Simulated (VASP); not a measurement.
# TaN (P6_3/mmc) in VASP: single point with PBE

Aim: the single point of TaN with PBE.

Everything below comes from runs of VASP 6.6.1. Logs are shortened: lines on timing, memory, paths and dates and some standing lists are left out, and cuts for length are marked.

## Step 1: The cell of the first run

The structure is hexagonal, space group P6_3/mmc (No. 194). The conventional cell has a = 2.975 Å, b = 2.975 Å, c = 5.873 Å, α = 90.00°, β = 90.00°, γ = 120.00°. Within 3.0 Å of Ta (site symmetry -3m) lie 6 N at 2.26 Å and 8 Ta at 2.94 to 2.98 Å. N (site symmetry -6m2) has 6 Ta at 2.26 Å and 6 N at 2.98 Å within 3.0 Å.

## Step 2: Single point, PBE (biaxial strain in the a-b plane: +2.0 %, then relaxed in part)

File INCAR:

```
PREC = Accurate
ENCUT = 520
EDIFF = 1E-6
ISMEAR = 0
SIGMA = 0.1
LREAL = F
LASPH = T
NELM = 60
ALGO = Normal
ISIF = 2
LWAVE = F
LCHARG = F
GGA = PE
NBANDS = 24
```

File KPOINTS:

```
Automatic mesh
0
Gamma
  18 18 8
```

File POSCAR:

```
TaN
1.0
    2.9754657235      0.0000000000      0.0000000000
   -1.4877328617      2.5768289046      0.0000000000
    0.0000000000      0.0000000000      5.8729095934
Ta N
2 2
Direct
    0.0000000000      0.0000000000      0.0000000000
    0.0000000000      0.0000000000      0.5000000000
    0.3333333333      0.6666666667      0.2500000000
    0.6666666667      0.3333333333      0.7500000000
```

Potentials or basis: VASP PAW PBE potentials, release 64 (Ta_pv, N).

Started as:

```
$ cat potpaw_PBE.64/Ta_pv/POTCAR potpaw_PBE.64/N/POTCAR > POTCAR
$ mpirun -np 1 vasp_std > vasp.out
```

OUTCAR:

```text
PREC = Accurate
   ENCUT = 520
   EDIFF = 1E-6
   ISMEAR = 0
   LREAL = F
   LASPH = T
   NELM = 60
   ISIF = 2
   GGA = PE

 ion  position               nearest neighbor table
   1  0.000  0.000  0.000-   3 2.26   4 2.26   3 2.26   4 2.26   4 2.26   3 2.26   2 2.94   2 2.94

   2  0.000  0.000  0.500-   3 2.26   4 2.26   3 2.26   4 2.26   4 2.26   3 2.26   1 2.94   1 2.94

   3  0.333  0.667  0.250-   1 2.26   2 2.26   1 2.26   2 2.26   1 2.26   2 2.26
   4  0.667  0.333  0.750-   1 2.26   2 2.26   1 2.26   2 2.26   1 2.26   2 2.26

  LATTYP: Found a hexagonal cell.
 ALAT       =     2.9754657235
 C/A-ratio  =     1.9737782718

  Lattice vectors:

 A1 = (   2.9754657235,   0.0000000000,   0.0000000000)
 A2 = (  -1.4877328617,   2.5768289046,   0.0000000000)
 A3 = (   0.0000000000,   0.0000000000,   5.8729095934)

Analysis of symmetry for initial positions (statically):
=====================================================================
 Subroutine PRICEL returns:
 Original cell was already a primitive cell.

 Routine SETGRP: Setting up the symmetry group for a
 hexagonal supercell.

 Subroutine GETGRP returns: Found 24 space group operations
 (whereof 12 operations were pure point group operations)
 out of a pool of 24 trial point group operations.

The static configuration has the point symmetry D_3d.
 The point group associated with its full space group is D_6h.

Analysis of symmetry for dynamics (positions and initial velocities):
=====================================================================
 Subroutine PRICEL returns:
 Original cell was already a primitive cell.

 Routine SETGRP: Setting up the symmetry group for a
 hexagonal supercell.

 Subroutine GETGRP returns: Found 24 space group operations
 (whereof 12 operations were pure point group operations)
 out of a pool of 24 trial point group operations.

The dynamic configuration has the point symmetry D_3d.
 The point group associated with its full space group is D_6h.

 Subroutine INISYM returns: Found 24 space group operations
 (whereof 12 operations are pure point group operations),
 and found     1 'primitive' translations

----------------------------------------------------------------------------------------

                                     Primitive cell

  volume of cell :      45.0292

  direct lattice vectors                    reciprocal lattice vectors
     2.975465724  0.000000000  0.000000000     0.336081842  0.194036942  0.000000000
    -1.487732862  2.576828905  0.000000000     0.000000000  0.388073883  0.000000000
     0.000000000  0.000000000  5.872909593     0.000000000  0.000000000  0.170273352

  length of vectors
     2.975465724  2.975465723  5.872909593     0.388073883  0.388073883  0.170273352

  position of ions in fractional coordinates (direct lattice)
     0.000000000  0.000000000  0.000000000
     0.000000000  0.000000000  0.500000000
     0.333333333  0.666666667  0.250000000
     0.666666667  0.333333333  0.750000000

  ion indices of the primitive-cell ions
   primitive index   ion index
                 1           1
                 2           2
                 3           3
                 4           4

----------------------------------------------------------------------------------------

 KPOINTS: Automatic mesh

Automatic generation of k-mesh.
 Grid dimensions read from file:
 generate k-points for:   18   18    8

 Generating k-lattice:

  Cartesian coordinates                     Fractional coordinates (reciprocal lattice)
     0.018671213  0.010779830  0.000000000     0.055555556 -0.000000000  0.000000000
     0.000000000  0.021559660  0.000000000     0.000000000  0.055555556  0.000000000
     0.000000000  0.000000000  0.021284169     0.000000000  0.000000000  0.125000000

  Length of vectors
     0.021559660  0.021559660  0.021284169

  Shift w.r.t. Gamma in fractional coordinates (k-lattice)
     0.000000000  0.000000000  0.000000000

 Subroutine IBZKPT returns following result:
 ===========================================

 Found    185 irreducible k-points:

 Following reciprocal coordinates:
            Coordinates               Weight
  0.000000  0.000000  0.000000      1.000000
  0.055556 -0.000000  0.000000      6.000000
  0.111111 -0.000000  0.000000      6.000000
  0.166667  0.000000  0.000000      6.000000
  0.222222 -0.000000  0.000000      6.000000
  0.277778 -0.000000  0.000000      6.000000
[... 16 lines left out ...]
  0.333333  0.111111  0.000000     12.000000
  0.388889  0.111111  0.000000     12.000000
 [... further k-points ...]
   k-points           NKPTS =    185   k-points in BZ     NKDIM =    185   number of bands    NBANDS=     24
   number of dos      NEDOS =    301   number of ions     NIONS =      4
   total plane-waves  NPLWV =  27648
   dimension x,y,z NGX =    24 NGY =   24 NGZ =   48
   dimension x,y,z NGXF=    48 NGYF=   48 NGZF=   96
   ions per type =               2   2
   NGX,Y,Z   is equivalent  to a cutoff of  13.41, 13.41, 13.59 a.u.
   NGXF,Y,Z  is equivalent  to a cutoff of  26.82, 26.82, 27.17 a.u.
 SYSTEM =  unknown system
   PREC   = accura    normal or accurate (medium, high low for compatibility)
   ISTART =      0    job   : 0-new  1-cont  2-samecut
   ICHARG =      2    charge: 1-file 2-atom 10-const
   ISPIN  =      1    spin polarized calculation?
   LNONCOLLINEAR =      F non collinear calculations
   LSORBIT =      F    spin-orbit coupling
   LASPH  =      T    aspherical Exc in radial PAW
   ENCUT  =  520.0 eV  38.22 Ry    6.18 a.u.   5.53  5.53 10.92*2*pi/ulx,y,z
   NELM   =     60;   NELMIN=  2; NELMDL= -5     # of ELM steps
   EDIFF  = 0.1E-05   stopping-criterion for ELM
   LREAL  =      F    real-space projection
   EDIFFG = 0.1E-04   stopping-criterion for IOM
   NSW    =      0    number of steps for IOM
   IBRION =     -1    ionic relax: 0-MD 1-quasi-New 2-CG
   NFREE  =      0    steps in history (QN), initial steepest desc. (CG)
   ISIF   =      2    stress and relaxation
   ISYM   =      2    0-nonsym 1-usesym 2-fastsym
   POTIM  = 0.5000    time-step for ionic-motion
   TEBEG  =    0.0;   TEEND  =   0.0 temperature during run
   PSTRESS=    0.0 pullay stress
   NELECT =      32.0000    total number of electrons
   NUPDOWN=      -1.0000    fix difference up-down
   EMIN   =  10.00;   EMAX   =-10.00  energy-range for DOS
   EFERMI =   0.00;   METHOD = LEGACY
   ISMEAR =     0;   SIGMA  =   0.10  broadening in eV -4-tet -1-fermi 0-gaus
   EFERMI_NEDOS =   21; number of points for ismear=-14 and -15
   IALGO  =     38    algorithm
   IMIX   =      4    mixing-type and parameters
     AMIX     =   0.40;   BMIX     =  1.00
     AMIX_MAG =   1.60;   BMIX_MAG =  1.00
  volume/ion in A,a.u.               =      11.26        75.97
  Fermi-wavevector in a.u.,A,eV,Ry     =   1.460921  2.760741 29.038800  2.134292
  Thomas-Fermi vector in A             =   2.577314
   LORBIT       =      0    0 simple, 1 ext, 2 COOP (PROOUT), +10 PAW based schemes
   GGA     = PE    functional components
   LHFCALC =     F    Hartree Fock is set to
   AEXX    =    0.0000 exact exchange contribution
   IVDW    =     0    specifies the selected vdW correction
   LEPSILON=     F    determine dielectric tensor
   LRPA    =     F    only Hartree local field effects (RPA)
 non-spin polarized calculation
 Gauss-broadening in eV      SIGMA  =   0.10
  energy-cutoff  :      520.00
  volume of cell :       45.03
 maximum number of plane-waves:      1257
 NGX is ok and might be reduce to    24
   NGX = 11   NGY = 11   NGZ = 21

 number of electron      32.0000003 magnetization

 Free energy of the ion-electron system (eV)
  ---------------------------------------------------
  ext. energy  EPLUGINS =         0.00000000
  ---------------------------------------------------
  free energy    TOTEN  =       -43.95829177 eV

  energy without entropy =      -43.95130305  energy(sigma->0) =      -43.95479741

 E-fermi :   7.8944     XC(G=0): -13.1035

 val. band max:        7.8921845151   @ k =   0.1111  -0.0000   0.2500
 cond. band min:       7.8969786419   @ k =   0.1111   0.0556   0.0000
 fundamental gap:      0.0047941268
 Fermi energy:         7.8943758017

 k-point     1 :       0.0000    0.0000    0.0000
  band No.  band energies     occupation
      1     -27.8001      2.00000
      2     -27.0372      2.00000
      3     -26.8990      2.00000
      4     -26.8990      2.00000
      5     -26.8338      2.00000
      6     -26.8338      2.00000
[... 16 lines left out ...]
     23      11.6438      0.00000
     24      13.6926      0.00000

 k-point     2 :       0.0556   -0.0000    0.0000
  band No.  band energies     occupation
      1     -27.7936      2.00000
      2     -27.0335      2.00000
      3     -26.9283      2.00000
      4     -26.9053      2.00000
      5     -26.8604      2.00000
      6     -26.8397      2.00000
[... 16 lines left out ...]
     23      11.6726      0.00000
     24      13.5129      0.00000

 k-point     3 :       0.1111   -0.0000    0.0000
  band No.  band energies     occupation
      1     -27.7747      2.00000
      2     -27.0228      2.00000
      3     -27.0117      2.00000
      4     -26.9364      2.00000
      5     -26.9235      2.00000
      6     -26.8566      2.00000
[... 16 lines left out ...]
     23      11.8358      0.00000
     24      13.3002      0.00000

 k-point     4 :       0.1667    0.0000    0.0000
  band No.  band energies     occupation
      1     -27.7457      2.00000
      2     -27.1372      2.00000
      3     -27.0514      2.00000
      4     -27.0062      2.00000
      5     -26.9511      2.00000
      6     -26.8823      2.00000
[... 16 lines left out ...]
     23      12.2253      0.00000
     24      13.2246      0.00000

 k-point     5 :       0.2222   -0.0000    0.0000
  band No.  band energies     occupation
      1     -27.7099      2.00000
      2     -27.2875      2.00000
      3     -27.1895      2.00000
      4     -26.9860      2.00000
      5     -26.9848      2.00000
      6     -26.9138      2.00000
[... 16 lines left out ...]
     23      12.7859      0.00000
     24      13.6279      0.00000

 k-point     6 :       0.2778   -0.0000    0.0000
  band No.  band energies     occupation
      1     -27.6719      2.00000
      2     -27.4431      2.00000
      3     -27.3334      2.00000
      4     -27.0203      2.00000
      5     -26.9644      2.00000
      6     -26.9470      2.00000
[... 16 lines left out ...]
     23      13.3861      0.00000
     24      14.2697      0.00000
[... 379 lines left out ...]
 k-point    21 :       0.2222    0.1111    0.0000
  band No.  band energies     occupation
      1     -27.6598      2.00000
      2     -27.4588      2.00000
      3     -27.3476      2.00000
      4     -27.0653      2.00000
      5     -26.9890      2.00000
      6     -26.9572      2.00000
[... 16 lines left out ...]
     23      13.4930      0.00000
     24      13.5776      0.00000

 k-point    22 :       0.2778    0.1111    0.0000
  band No.  band energies     occupation
      1     -27.6280      2.00000
      2     -27.5793      2.00000
      3     -27.4617      2.00000
      4     -27.1084      2.00000
      5     -27.0285      2.00000
      6     -26.9385      2.00000
[... 16 lines left out ...]
     23      13.8357      0.00000
     24      14.1068      0.00000

 k-point    23 :       0.3333    0.1111    0.0000
  band No.  band energies     occupation
      1     -27.6828      2.00000
      2     -27.5947      2.00000
      3     -27.5532      2.00000
      4     -27.1434      2.00000
      5     -27.0609      2.00000
      6     -26.9228      2.00000
[... 16 lines left out ...]
     23      14.0305      0.00000
     24      14.5953      0.00000

 k-point    24 :       0.3889    0.1111    0.0000
  band No.  band energies     occupation
      1     -27.7453      2.00000
      2     -27.6123      2.00000
      3     -27.5769      2.00000
      4     -27.1662      2.00000
      5     -27.0821      2.00000
      6     -26.9126      2.00000
[... 16 lines left out ...]
     23      14.0741      0.00000
     24      15.1372      0.00000

 [... further k-points ...]

------------------------ aborting loop because EDIFF is reached ----------------------------------------

  FORCE on cell =-STRESS in cart. coord.  units (eV):
  Direction    XX          YY          ZZ          XY          YZ          ZX
  --------------------------------------------------------------------------------------
  -------------------------------------------------------------------------------------
  Total       -3.6521356     -3.6521356      0.1751099     -0.0000000     -0.0000000      0.0000000
  in kB     -129.9462108   -129.9462108      6.2305646     -0.0000000     -0.0000000      0.0000000
  external PRESSURE =     -84.5539524 kB  Pullay stress =       0.0000000 kB

 VOLUME and BASIS-vectors are now :
 -----------------------------------------------------------------------------
  energy-cutoff  :      520.00
  volume of cell :       45.03
      direct lattice vectors                 reciprocal lattice vectors
     2.975465724  0.000000000  0.000000000     0.336081842  0.194036942  0.000000000
    -1.487732862  2.576828905  0.000000000     0.000000000  0.388073883  0.000000000
     0.000000000  0.000000000  5.872909593     0.000000000  0.000000000  0.170273352

 POSITION                                       TOTAL-FORCE (eV/Angst)
 -----------------------------------------------------------------------------------
      0.00000      0.00000      0.00000         0.000000      0.000000      0.000000
      0.00000      0.00000      2.93645         0.000000      0.000000      0.000000
     -0.00000      1.71789      1.46823        -0.000000      0.000000      0.000000
      1.48773      0.85894      4.40468         0.000000      0.000000     -0.000000
 -----------------------------------------------------------------------------------
    total drift:                               -0.000000      0.000000      0.000000

  FREE ENERGIE OF THE ION-ELECTRON SYSTEM (eV)
  ---------------------------------------------------
  free  energy   TOTEN  =       -43.9582917728 eV

  energy  without entropy=      -43.9513030529  energy(sigma->0) =      -43.95479741
```

Run time: 2.9 min. Hardware: 1 thread of Intel Xeon Platinum 8259CL at 2.50GHz (Skylake/Cascade Lake), shared host; peak memory 0.3 GiB.

What came out:

* Free energy: -43.9583 eV
* Pressure: -8.5 GPa
* Band gap on the k mesh: zero (bands 16 and 17 overlap by 0.90 eV)

Stress tensor (GPa, compression positive):
```
-12.99   0.00   0.00
  0.00 -12.99   0.00
  0.00   0.00   0.62
```

Caveat: the cell differs from its parent crystal (biaxial strain in the a-b plane: +2.0 %, then relaxed in part); the stress differs along the axes, from -13 to 1 GPa; spin-orbit coupling is left out, which moves the levels of the heavy elements.
